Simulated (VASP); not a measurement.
A run of VASP 6.6.1:

File POSCAR:

```
PbS
1.0
    3.6536590000      0.0000000000      0.0000000000
    0.0000000000      3.6536590000      0.0000000000
    0.0000000000      0.0000000000      3.6536590000
Pb S
1 1
Direct
    0.0000000000      0.0000000000      0.0000000000
    0.5000000000      0.5000000000      0.5000000000
```

File INCAR.step1:

```
PREC = Accurate ; ENCUT = 600
ISMEAR = -1 ; SIGMA = 0.05
LREAL = F ; LASPH = T
NELM = 80 ; GGA = PE
ALGO = Normal ; EDIFF = 1E-4
LWAVE = T ; LCHARG = F
```

The input INCAR.step2:

```
PREC = Accurate ; ENCUT = 600
EDIFF = 1E-6 ; ISMEAR = -1
SIGMA = 0.05 ; LREAL = F
LASPH = T ; NELM = 80
ALGO = Normal ; ISIF = 3
LWAVE = F ; LCHARG = F
METAGGA = R2SCAN ; LMIXTAU = T
LUSE_VDW = T ; IVDW_NL = 2
BPARAM = 11.95 ; CPARAM = 0.0093
IBRION = 2 ; NSW = 60
EDIFFG = -0.01 ; ISTART = 1
```

File KPOINTS:

```
Automatic mesh
0
Gamma
  7 7 7
```

Potentials or basis: VASP PAW PBE potentials, release 64 (Pb_d, S).

The run is started by

```console
$ cat potpaw_PBE.64/Pb_d/POTCAR potpaw_PBE.64/S/POTCAR > POTCAR
$ cp INCAR.step1 INCAR
$ mpirun -np 1 vasp_std > vasp.out
$ cp INCAR.step2 INCAR
$ mpirun -np 1 vasp_std > vasp.out
```

Hardware: 1 thread of Intel(R) Xeon(R) 6975P-C (Granite Rapids) (shared host).

Task: How long does it take, and how much memory?

Result: It took 4 min on 1 thread of Intel(R) Xeon(R) 6975P-C (Granite Rapids), on a shared host, peak memory 0.3 GiB. Counts: k points 20, ion steps 3.
